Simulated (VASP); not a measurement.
Input of a VASP 6.6.1 run:

INCAR

```
SYSTEM = ZnO
PREC = Accurate
ENCUT = 910
EDIFF = 1E-8
ISMEAR = -1
SIGMA = 0.02
LREAL = .False.
LASPH = .True.
NELM = 120
ALGO = Normal
ISIF = 2
LWAVE = .False.
LCHARG = .False.
GGA = PE
LEFG = .True.
NBANDS = 26
GGA_COMPAT = .False.
```

Contents of KPOINTS:

```
regular mesh
0
Gamma
  11 11 6
  0 0 0
```

Contents of POSCAR:

```
ZnO
1.0
    3.2385310885      0.0000000000      0.0000000000
   -1.6192655442      2.8046501935      0.0000000000
    0.0000000000      0.0000000000      5.1863958566
Zn O
2 2
Direct
    0.3333333333      0.6666666667      0.0000000000
    0.6666666667      0.3333333333      0.5000000000
    0.3333333333      0.6666666667      0.3821000000
    0.6666666667      0.3333333333      0.8821000000
```

Potentials or basis: VASP PAW PBE potentials, release 64 (Zn, O_h).

The run is started by

```sh
$ cat potpaw_PBE.64/Zn/POTCAR potpaw_PBE.64/O_h/POTCAR > POTCAR
$ mpirun -np 1 vasp_std > vasp.out
```

(1) Predict the pressure.

(2) Predict the band gap on the k mesh.

Results:

(1) 7.3 GPa.

(2) 0.81 eV.

Caveat: the cutoff is under 1.25 times the usual one of these potentials, so pressure, stress and relaxed cells hold a basis-set (Pulay) error; the cell stands under pressure; without QUAD_EFG the Cq values of the log hold for a quadrupole moment of 1 mb, not for the nuclei.
